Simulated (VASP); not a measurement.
# PtSe2 (P-3m1) in VASP: single point with HSE06

Aim: the single point of PtSe2 with HSE06.

All numbers are computed with VASP 6.6.1; they aren't measurements. Logs are shortened: lines on timing, memory, paths and dates and some standing lists are left out, and cuts for length are marked.

**1. The cell of the first run**

Symmetry: P-3m1, No. 164, trigonal system. The conventional cell has a = 3.729 Å, b = 3.729 Å, c = 5.277 Å, α = 90.00°, β = 90.00°, γ = 120.00°. Pt (site symmetry -3m) has 6 Se at 2.51 Å within 3.3 Å. Se (site symmetry 3m) has 3 Pt at 2.51 Å within 3.3 Å.

**2. Single point, HSE06**

Contents of POSCAR:

```
PtSe2
1.0
    3.7286503718      0.0000000000      0.0000000000
   -1.8643251859      3.2291059439      0.0000000000
    0.0000000000      0.0000000000      5.2771565663
Pt Se
1 2
Direct
    0.0000000000      0.0000000000      0.0000000000
    0.3333333333      0.6666666667      0.2462188986
    0.6666666667      0.3333333333      0.7537811014
```

Contents of INCAR.step1:

```
SYSTEM = PtSe2
PREC = Accurate
ENCUT = 400
EDIFF = 1E-5
ISMEAR = -1
SIGMA = 0.02
LREAL = .FALSE.
LASPH = .TRUE.
NELM = 120
ALGO = Normal
ISIF = 2
LWAVE = .TRUE.
NBANDS = 18
GGA = PE
GGA_COMPAT = .FALSE.
```

Contents of INCAR.step2:

```
SYSTEM = PtSe2
PREC = Accurate
ENCUT = 400
EDIFF = 1E-6
ISMEAR = -1
SIGMA = 0.02
LREAL = .FALSE.
LASPH = .TRUE.
NELM = 120
ALGO = Normal
ISIF = 2
LWAVE = .FALSE.
LCHARG = .TRUE.
GGA = PE
LHFCALC = .TRUE.
HFSCREEN = 0.2079
PRECFOCK = Normal
LELF = .TRUE.
LVHAR = .TRUE.
NBANDS = 18
ISTART = 1
GGA_COMPAT = .FALSE.
```

Contents of KPOINTS:

```
Automatic mesh
0
G
  6 6 2
  0 0 0
```

Potentials or basis: VASP PAW PBE potentials, release 64 (Pt, Se).

Started as:

```console
$ cat potpaw_PBE.64/Pt/POTCAR potpaw_PBE.64/Se/POTCAR > POTCAR
$ cp INCAR.step1 INCAR
$ mpirun -np 1 vasp_std > vasp.out
$ cp INCAR.step2 INCAR
$ mpirun -np 1 vasp_std > vasp.out
```

OUTCAR:

```text
SYSTEM = PtSe2
   PREC = Accurate
   ENCUT = 400
   EDIFF = 1E-6
   ISMEAR = -1
   LREAL = .FALSE.
   LASPH = .TRUE.
   NELM = 120
   ISIF = 2
   GGA = PE
   LHFCALC = .TRUE.
   HFSCREEN = 0.2079
   PRECFOCK = Normal
   ISTART = 1

 ion  position               nearest neighbor table
   1  0.000  0.000  0.000-   2 2.51   3 2.51   3 2.51   2 2.51   3 2.51   2 2.51
   2  0.333  0.667  0.246-   1 2.51   1 2.51   1 2.51
   3  0.667  0.333  0.754-   1 2.51   1 2.51   1 2.51

  LATTYP: Found a hexagonal cell.
 ALAT       =     3.7286503718
 C/A-ratio  =     1.4152993818

  Lattice vectors:

 A1 = (   3.7286503718,   0.0000000000,   0.0000000000)
 A2 = (  -1.8643251859,   3.2291059439,   0.0000000000)
 A3 = (   0.0000000000,   0.0000000000,   5.2771565663)

Analysis of symmetry for initial positions (statically):
=====================================================================
 Subroutine PRICEL returns:
 Original cell was already a primitive cell.

 Routine SETGRP: Setting up the symmetry group for a
 hexagonal supercell.

 Subroutine GETGRP returns: Found 12 space group operations
 (whereof 12 operations were pure point group operations)
 out of a pool of 24 trial point group operations.

The static configuration has the point symmetry D_3d.

Analysis of symmetry for dynamics (positions and initial velocities):
=====================================================================
 Subroutine PRICEL returns:
 Original cell was already a primitive cell.

 Routine SETGRP: Setting up the symmetry group for a
 hexagonal supercell.

 Subroutine GETGRP returns: Found 12 space group operations
 (whereof 12 operations were pure point group operations)
 out of a pool of 24 trial point group operations.

The dynamic configuration has the point symmetry D_3d.

 Subroutine INISYM returns: Found 12 space group operations
 (whereof 12 operations are pure point group operations),
 and found     1 'primitive' translations

----------------------------------------------------------------------------------------

                                     Primitive cell

  volume of cell :      63.5381

  direct lattice vectors                    reciprocal lattice vectors
     3.728650372  0.000000000  0.000000000     0.268193555  0.154841621  0.000000000
    -1.864325186  3.229105944  0.000000000     0.000000000  0.309683243  0.000000000
     0.000000000  0.000000000  5.277156566     0.000000000  0.000000000  0.189495988

  length of vectors
     3.728650372  3.728650372  5.277156566     0.309683243  0.309683243  0.189495988

  position of ions in fractional coordinates (direct lattice)
     0.000000000  0.000000000  0.000000000
     0.333333333  0.666666667  0.246218899
     0.666666667  0.333333333  0.753781101

  ion indices of the primitive-cell ions
   primitive index   ion index
                 1           1
                 2           2
                 3           3

----------------------------------------------------------------------------------------

 KPOINTS: Automatic mesh

Automatic generation of k-mesh.
 Grid dimensions read from file:
 generate k-points for:    6    6    2

 Generating k-lattice:

  Cartesian coordinates                     Fractional coordinates (reciprocal lattice)
     0.044698926  0.025806937  0.000000000     0.166666667 -0.000000000  0.000000000
     0.000000000  0.051613874  0.000000000     0.000000000  0.166666667  0.000000000
     0.000000000  0.000000000  0.094747994     0.000000000  0.000000000  0.500000000

  Length of vectors
     0.051613874  0.051613874  0.094747994

  Shift w.r.t. Gamma in fractional coordinates (k-lattice)
     0.000000000  0.000000000  0.000000000

 Subroutine IBZKPT returns following result:
 ===========================================

 Found     14 irreducible k-points:

 Following reciprocal coordinates:
            Coordinates               Weight
  0.000000  0.000000  0.000000      1.000000
  0.166667  0.000000  0.000000      6.000000
  0.333333  0.000000  0.000000      6.000000
  0.500000  0.000000  0.000000      3.000000
  0.166667  0.166667  0.000000      6.000000
  0.333333  0.166667  0.000000     12.000000
  0.333333  0.333333  0.000000      2.000000
  0.000000  0.000000  0.500000      1.000000
  0.166667  0.000000  0.500000      6.000000
  0.333333  0.000000  0.500000      6.000000
  0.500000  0.000000  0.500000      3.000000
  0.166667  0.166667  0.500000      6.000000
  0.333333  0.166667  0.500000     12.000000
  0.333333  0.333333  0.500000      2.000000
   k-points           NKPTS =     14   k-points in BZ     NKDIM =     72   number of bands    NBANDS=     18
   number of dos      NEDOS =    301   number of ions     NIONS =      3
   total plane-waves  NPLWV =  20736
   dimension x,y,z NGX =    24 NGY =   24 NGZ =   36
   dimension x,y,z NGXF=    48 NGYF=   48 NGZF=   72
   ions per type =               1   2
   NGX,Y,Z   is equivalent  to a cutoff of  10.70, 10.70, 11.34 a.u.
   NGXF,Y,Z  is equivalent  to a cutoff of  21.40, 21.40, 22.68 a.u.
 SYSTEM =  PtSe2
   PREC   = accura    normal or accurate (medium, high low for compatibility)
   ISTART =      1    job   : 0-new  1-cont  2-samecut
   ICHARG =      0    charge: 1-file 2-atom 10-const
   ISPIN  =      1    spin polarized calculation?
   LNONCOLLINEAR =      F non collinear calculations
   LSORBIT =      F    spin-orbit coupling
   LASPH  =      T    aspherical Exc in radial PAW
   ENCUT  =  400.0 eV  29.40 Ry    5.42 a.u.   6.08  6.08  8.61*2*pi/ulx,y,z
   NELM   =    120;   NELMIN=  2; NELMDL=  0     # of ELM steps
   EDIFF  = 0.1E-05   stopping-criterion for ELM
   LREAL  =      F    real-space projection
   EDIFFG = 0.1E-04   stopping-criterion for IOM
   NSW    =      0    number of steps for IOM
   IBRION =     -1    ionic relax: 0-MD 1-quasi-New 2-CG
   NFREE  =      0    steps in history (QN), initial steepest desc. (CG)
   ISIF   =      2    stress and relaxation
   ISYM   =      3    0-nonsym 1-usesym 2-fastsym
   POTIM  = 0.5000    time-step for ionic-motion
   TEBEG  =    0.0;   TEEND  =   0.0 temperature during run
   PSTRESS=    0.0 pullay stress
   NELECT =      22.0000    total number of electrons
   NUPDOWN=      -1.0000    fix difference up-down
   EMIN   =  10.00;   EMAX   =-10.00  energy-range for DOS
   EFERMI =   0.00;   METHOD = LEGACY
   ISMEAR =    -1;   SIGMA  =   0.02  broadening in eV -4-tet -1-fermi 0-gaus
   EFERMI_NEDOS =   21; number of points for ismear=-14 and -15
   IALGO  =     38    algorithm
   IMIX   =      1    mixing-type and parameters
     AMIX     =   0.40;   BMIX     =  1.00
     AMIX_MAG =   1.60;   BMIX_MAG =  1.00
  volume/ion in A,a.u.               =      21.18       142.93
  Fermi-wavevector in a.u.,A,eV,Ry     =   1.149576  2.172384 17.980444  1.321525
  Thomas-Fermi vector in A             =   2.286245
   LORBIT       =      0    0 simple, 1 ext, 2 COOP (PROOUT), +10 PAW based schemes
   GGA     = PE    functional components
   LHFCALC =     T    Hartree Fock is set to
   PRECFOCK=normal    Normal, Fast or Accurate (Low or Medium for compatibility)
   ENCUT4O =  -1.0   cutoff for four orbital integrals eV
   NKREDX  =     1    reduce k-point grid by
   NKREDY  =     1    reduce k-point grid by
   NKREDZ  =     1    reduce k-point grid by
   AEXX    =    0.2500 exact exchange contribution
   HFSCREEN=    0.2079 screening length (either q_TF or 0.3 A-1)
   HFSCREENC=   0.2079 screening length for correlation (either q_TF or 0.3 A-1)
   ENCUTFOCK=  -1.0 apply spherical cutoff to Coloumb kernel
   IVDW    =     0    specifies the selected vdW correction
   LEPSILON=     F    determine dielectric tensor
   LRPA    =     F    only Hartree local field effects (RPA)
 non-spin polarized calculation
  energy-cutoff  :      400.00
  volume of cell :       63.54
 maximum number of plane-waves:      1176
  NGX = 20; NGY = 20; NGZ = 28

 number of electron      21.9999998 magnetization

 Free energy of the ion-electron system (eV)
  ---------------------------------------------------
  ext. energy  EPLUGINS =         0.00000000
  ---------------------------------------------------
  free energy    TOTEN  =       -17.22429537 eV

  energy without entropy =      -17.22417500  energy(sigma->0) =      -17.22423518

 E-fermi :   5.9920     XC(G=0):  -8.5878

 val. band max:        5.9133349507   @ k =   0.0000   0.0000   0.0000
 cond. band min:       6.0986691690   @ k =   0.3333   0.3333   0.0000
 fundamental gap:      0.1853342183
 Fermi energy:         5.9919932562

 k-point     1 :       0.0000    0.0000    0.0000
  band No.  band energies     occupation
      1     -11.3274      2.00000
      2      -8.5552      2.00000
      3      -2.2334      2.00000
      4      -1.3784      2.00000
      5      -1.3784      2.00000
      6       0.7927      2.00000
[... 10 lines left out ...]
     17      13.8523      0.00000
     18      18.3273      0.00000

 k-point     2 :       0.1667    0.0000    0.0000
  band No.  band energies     occupation
      1     -10.9999      2.00000
      2      -8.6656      2.00000
      3      -1.8547      2.00000
      4      -1.2172      2.00000
      5      -1.1633      2.00000
      6       0.4345      2.00000
[... 10 lines left out ...]
     17      14.7810      0.00000
     18      15.5685      0.00000

 k-point     3 :       0.3333    0.0000    0.0000
  band No.  band energies     occupation
      1     -10.1757      2.00000
      2      -8.9325      2.00000
      3      -1.5950      2.00000
      4      -0.7986      2.00000
      5      -0.7033      2.00000
      6      -0.2860      2.00000
[... 10 lines left out ...]
     17      14.4780      0.00000
     18      15.5540      0.00000

 k-point     4 :       0.5000    0.0000    0.0000
  band No.  band energies     occupation
      1      -9.3756      2.00000
      2      -9.3584      2.00000
      3      -2.3701      2.00000
      4      -0.7351      2.00000
      5      -0.4088      2.00000
      6       0.9012      2.00000
[... 165 lines left out ...]
      4      -1.2169      2.00000
      5      -0.5114      2.00000
      6       0.1347      2.00000
[... 10 lines left out ...]
     17      14.7363      0.00000
     18      15.1979      0.00000

 k-point    13 :       0.3333    0.1667    0.5000
  band No.  band energies     occupation
      1      -9.4483      2.00000
      2      -9.2245      2.00000
      3      -2.1390      2.00000
      4      -1.2934      2.00000
      5      -0.4051      2.00000
      6       0.2638      2.00000
[... 10 lines left out ...]
     17      14.7756      0.00000
     18      16.2074      0.00000

 k-point    14 :       0.3333    0.3333    0.5000
  band No.  band energies     occupation
      1      -9.2159      2.00000
      2      -9.2159      2.00000
      3      -1.3898      2.00000
      4      -1.3898      2.00000
      5      -1.1904      2.00000
      6       0.6077      2.00000
[... 10 lines left out ...]
     17      14.0508      0.00000
     18      16.5773      0.00000

------------------------ aborting loop because EDIFF is reached ----------------------------------------

  FORCE on cell =-STRESS in cart. coord.  units (eV):
  Direction    XX          YY          ZZ          XY          YZ          ZX
  --------------------------------------------------------------------------------------
  -------------------------------------------------------------------------------------
  Total       -0.3911899     -0.3911899     -0.1074599     -0.0000000      0.0000000      0.0000000
  in kB       -9.8642551     -9.8642551     -2.7097108     -0.0000000      0.0000000      0.0000000
  external PRESSURE =      -7.4794070 kB  Pullay stress =       0.0000000 kB

 VOLUME and BASIS-vectors are now :
 -----------------------------------------------------------------------------
  energy-cutoff  :      400.00
  volume of cell :       63.54
      direct lattice vectors                 reciprocal lattice vectors
     3.728650372  0.000000000  0.000000000     0.268193555  0.154841621  0.000000000
    -1.864325186  3.229105944  0.000000000     0.000000000  0.309683243  0.000000000
     0.000000000  0.000000000  5.277156566     0.000000000  0.000000000  0.189495988

 POSITION                                       TOTAL-FORCE (eV/Angst)
 -----------------------------------------------------------------------------------
      0.00000      0.00000      0.00000         0.000000      0.000000     -0.000000
     -0.00000      2.15274      1.29934         0.000000      0.000000     -0.300233
      1.86433      1.07637      3.97782        -0.000000      0.000000      0.300233
 -----------------------------------------------------------------------------------
    total drift:                                0.000000      0.000000      0.000003

  FREE ENERGIE OF THE ION-ELECTRON SYSTEM (eV)
  ---------------------------------------------------
  free  energy   TOTEN  =       -17.2242953697 eV

  energy  without entropy=      -17.2241749968  energy(sigma->0) =      -17.22423518
```

It took 13 min on 1 thread of Intel Xeon Platinum 8488C (Sapphire Rapids), shared host; peak memory 0.26 GiB.

Results:

```
Free energy            : -17.2243 eV
Pressure               : -0.7 GPa
Largest force          : 0.300 eV/Å
Band gap on the k mesh : 0.19 eV, indirect (least direct gap 1.69 eV)
```

Forces on the atoms (eV/Å):
```
Pt   0.000  0.000  0.000
Se   0.000  0.000 -0.300
Se   0.000  0.000  0.300
```

Caveat: the k points lie up to 0.60 Å⁻¹ apart; the PAW data sets were made with another functional, which shifts forces and pressure a little; spin-orbit coupling is left out, which moves the levels of the heavy elements. A k mesh can miss the band edges.
